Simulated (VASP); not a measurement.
Crystal: AlN.

```
CELL_PARAMETERS angstrom
0.00000 2.06842 2.06842
2.06842 0.00000 2.06842
2.06842 2.06842 0.00000
ATOMIC_POSITIONS crystal
Al 0.00000 0.00000 0.00000
N 0.25000 0.25000 0.25000
```

| Property | Result |
| --- | --- |
| Program | VASP 6.6.1 |
| Task | relaxation of cell and atoms |
| Functional | PBE |
| Potentials or basis | VASP PAW PBE potentials, release 64 (Al, N) |
| Cutoff | 600 eV |
| k mesh | 10 × 10 × 10 |
| Occupations | fermi-dirac, width 0.02 eV |
| Spin | no spin polarisation |

At the start: pressure 51.7 GPa; volume 8.85 Å³/atom.

Task: How do energy, volume and symmetry change on relaxing?

Result: Over 18 steps the energy falls by 250.3 meV/atom and the volume is 10.65 Å³/atom (+20.4 %); space group F-43m (No. 216, to 0.05 Å).

Step by step:
```
step  energy change (eV)  largest force (eV/Å)  pressure (GPa)  volume (Å³)
   1              0.0000                0.0000           51.67        17.70
   2             -0.0402                0.0000          -26.38        26.06
   3             -0.5001                0.0000           -1.07        21.44
   4             -0.5005                0.0000           -0.27        21.34
   5             -0.5005                0.0000            0.43        21.26
   6             -0.5005                0.0000            0.43        21.27
   7             -0.5005                0.0000            0.41        21.27
   8             -0.5005                0.0000            0.40        21.27
   9             -0.5005                0.0000            0.40        21.27
  10             -0.5005                0.0000            0.40        21.27
  11             -0.5005                0.0000            0.40        21.27
  12             -0.5005                0.0000            0.40        21.27
  13             -0.5005                0.0000            0.40        21.27
  14             -0.5005                0.0000            0.39        21.27
  15             -0.5005                0.0000            0.36        21.27
  16             -0.5005                0.0000            0.31        21.28
  17             -0.5006                0.0000            0.22        21.29
  18             -0.5006                0.0000            0.02        21.31
```

Final structure:
```
Al N
1.0
     0.00000    2.20048    2.20048
     2.20048    0.00000    2.20048
     2.20048    2.20048    0.00000
Al N
1 1
Direct
  0.00000 0.00000 0.00000
  0.25000 0.25000 0.25000
```

Caveat: the volume moved by over 15 % at a fixed basis, so the end points are rough.
